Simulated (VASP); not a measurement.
**Si7Ge: single point with PBEsol**

Si7Ge:

```xyz
8
Lattice="5.7998 0.0000 0.0000 0.0000 5.7998 0.0000 0.0000 0.0000 5.3521" Properties=species:S:1:pos:R:3 pbc="T T T"
Si    1.4650    1.4650    1.3519
Si    0.0000    2.8999    2.6760
Si    2.8999    2.8999    0.0000
Si    2.8999    0.0000    2.6760
Si    4.3348    1.4650    4.0001
Si    4.3348    4.3348    1.3519
Si    1.4650    4.3348    4.0001
Ge    0.0000    0.0000    0.0000
```

```
Program             : VASP 6.6.1
Task                : single point
Functional          : PBEsol
Potentials or basis : VASP PAW PBE potentials, release 64 (Si, Ge_d)
Cutoff              : 520 eV
k mesh              : 8 × 8 × 8
Occupations         : gaussian, width 0.03 eV
Spin                : no spin polarisation
```

| Property | Result |
| --- | --- |
| Pressure | -7.4 GPa |
| Largest force | 0.017 eV/Å |
| Band gap on the k mesh | zero (bands 21 and 22 overlap by 0.11 eV) |

Forces in eV/Å, atoms in the order of the input:
```
Si   0.002  0.002  0.017
Si   0.000  0.000  0.000
Si   0.000  0.000  0.000
Si   0.000  0.000  0.000
Si  -0.002  0.002 -0.017
Si  -0.002 -0.002  0.017
Si   0.002 -0.002 -0.017
Ge   0.000  0.000  0.000
```

Stress tensor (GPa, compression positive):
```
-9.47  0.00  0.00
 0.00 -9.47  0.00
 0.00  0.00 -3.26
```

Levels at points of the mesh, in eV from the Fermi level:
```csv
k point,band 17,band 18,band 19,band 20,band 21,band 22,band 23,band 24,band 25,band 26
"(0.00, 0.00, 0.00)",-2.60,-2.57,-0.33,-0.33,0.12,0.13,0.30,0.72,0.85,0.85
"(0.50, 0.00, 0.00)",-3.60,-1.88,-1.81,-1.67,-1.61,1.08,1.24,2.71,2.74,3.46
"(0.50, 0.50, 0.00)",-3.29,-1.89,-1.77,-1.71,-1.71,1.56,1.56,1.60,1.80,4.33
"(0.00, 0.00, 0.50)",-3.42,-2.23,-2.23,-2.11,-2.11,0.45,0.60,2.85,2.88,4.58
"(0.50, 0.00, 0.50)",-3.70,-1.36,-1.26,-1.18,-1.16,2.17,2.17,2.19,2.44,3.75
"(0.50, 0.50, 0.50)",-1.56,-1.09,-0.99,-0.99,-0.85,0.35,0.71,0.71,0.81,2.77
```

Wall time 7.4 min on 1 thread of Intel Xeon 8259CL, with other jobs on the host, peak memory 0.51 GiB.

Caveat: the cell stands under tension; semilocal functionals underestimate gaps, so a narrow gap can read as zero; the PAW data sets were made with another functional, which shifts forces and pressure a little.
